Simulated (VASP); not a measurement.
**Al2BAs3: single point with PBE**

Crystal: Al2BAs3.

```
CELL_PARAMETERS angstrom
1.91944 -3.32458 0.00000
-5.75833 -3.32458 0.00000
0.00000 0.00000 -9.56348
ATOMIC_POSITIONS crystal
Al 0.50000 0.50000 0.01051
Al 0.00000 0.00000 0.01051
Al 0.00000 0.66667 0.65513
Al 0.50000 0.16667 0.65513
B 0.50000 0.83333 0.32682
B 0.00000 0.33333 0.32682
As 0.00000 0.00000 0.75347
As 0.50000 0.50000 0.75347
As 0.00000 0.66667 0.39519
As 0.50000 0.16667 0.39519
As 0.50000 0.83333 0.10889
As 0.00000 0.33333 0.10889
```

- Program: VASP 6.6.1
- Task: single point
- Functional: PBE
- Potentials or basis: VASP PAW PBE potentials, release 64 (Al, B, As)
- Cutoff: 520 eV
- k mesh: 4 × 2 × 2
- Occupations: gaussian, width 0.1 eV
- Spin: no spin polarisation
- Dipole correction: no
- Further INCAR settings: ALGO = Normal; EDIFF = 1e-07; NBANDS = 36

```json
{"Pressure": "0.2 GPa", "Largest force": "0.037 eV/Å", "Band gap on the k mesh": "0.32 eV"}
```

Forces in eV/Å, atoms in the order of the input:
```
Al  -0.005 -0.003 -0.007
Al  -0.005 -0.003 -0.007
Al  -0.011 -0.006  0.006
Al  -0.011 -0.006  0.006
B   -0.027 -0.016 -0.020
B   -0.027 -0.016 -0.020
As   0.010  0.006  0.004
As   0.010  0.006  0.004
As   0.023  0.013  0.001
As   0.023  0.013  0.001
As   0.010  0.006  0.017
As   0.010  0.006  0.017
```

Stress tensor (GPa, compression positive):
```
 0.04 -0.45  0.07
-0.45  0.56  0.04
 0.07  0.04 -0.01
```

Levels at points of the mesh, in eV from the valence-band top:
| k point | band 22 | band 23 | band 24 | band 25 | band 26 | band 27 |
| --- | --- | --- | --- | --- | --- | --- |
| (0.00, 0.00, 0.00) | -0.49 | 0.00 | 0.00 | 0.32 | 0.98 | 1.41 |
| (0.50, 0.00, 0.00) | -2.49 | -1.40 | -1.40 | 2.05 | 2.05 | 2.53 |
| (0.00, 0.50, 0.00) | -1.15 | -0.82 | -0.82 | 1.58 | 1.58 | 2.65 |
| (0.50, 0.50, 0.00) | -1.75 | -1.37 | -1.37 | 0.98 | 0.98 | 1.42 |
| (0.00, 0.00, 0.50) | -0.47 | -0.17 | -0.17 | 0.50 | 1.07 | 1.86 |
| (0.50, 0.00, 0.50) | -2.42 | -1.95 | -1.95 | 2.48 | 2.48 | 2.73 |
| (0.00, 0.50, 0.50) | -1.45 | -0.59 | -0.59 | 1.33 | 1.33 | 2.30 |
| (0.50, 0.50, 0.50) | -1.46 | -1.08 | -1.08 | 1.07 | 1.07 | 1.86 |

It took 65 s on 1 thread of Intel(R) Xeon(R) 6975P-C (Granite Rapids) (shared host), peak memory 0.35 GiB.

Caveat: the k points lie up to 0.47 Å⁻¹ apart. A k mesh can miss the band edges.
